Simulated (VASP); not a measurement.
Write the native input for VASP 6.6.1 that does the following.

```yaml
Task: relaxation of cell and atoms
Functional: PBEsol
Potentials_or_basis: VASP PAW PBE potentials, release 64 (Al)
Cutoff: 600 eV
k_mesh: 11 × 11 × 11
Occupations: gaussian, width 0.05 eV
Spin: no spin polarisation
Dipole_correction: no
Further_INCAR_settings: ALGO = Normal; EDIFF = 1e-06; IBRION = 2; EDIFFG = -0.01; NSW = 80; ISIF = 3
```

The structure of Al lies in POSCAR:

```
Al
1.0
    0.0000000000      2.0248050000      2.0248050000
    2.0248050000      0.0000000000      2.0248050000
    2.0248050000      2.0248050000      0.0000000000
Al
1
Direct
    0.0000000000      0.0000000000      0.0000000000
```

These files were run (other wordings do the same):

INCAR

```
SYSTEM = Al
PREC = Accurate
ENCUT = 600
EDIFF = 1E-6
ISMEAR = 0
SIGMA = 0.05
LREAL = .False.
LASPH = .True.
NELM = 60
ALGO = Normal
ISIF = 3
LWAVE = .False.
LCHARG = .False.
GGA = PS
IBRION = 2
NSW = 80
EDIFFG = -0.01
```

KPOINTS

```
Automatic mesh
0
Gamma
  11 11 11
  0 0 0
```

Potentials or basis: VASP PAW PBE potentials, release 64 (Al).

Run with:

```bash
$ cat potpaw_PBE.64/Al/POTCAR > POTCAR
$ mpirun -np 1 vasp_std > vasp.out
```

It gave:

```json
{
  "Relaxed volume": "16.21 Å³/atom",
  "Relaxed cell": "a = 2.841 Å, b = 2.841 Å, c = 2.841 Å, α = 60.00°, β = 60.00°, γ = 60.00°",
  "Space group after relaxing (to 0.05 Å)": "Fm-3m (No. 225)",
  "Energy gained by relaxing": "2.4 meV/atom",
  "Ionic steps": "3",
  "Pressure after relaxing": "0.0 GPa"
}
```

Caveat: the PAW data sets were made with another functional, which shifts forces and pressure a little.

It took 3 s on 1 thread of Intel Xeon 6975P-C (shared host), peak memory 0.14 GiB.
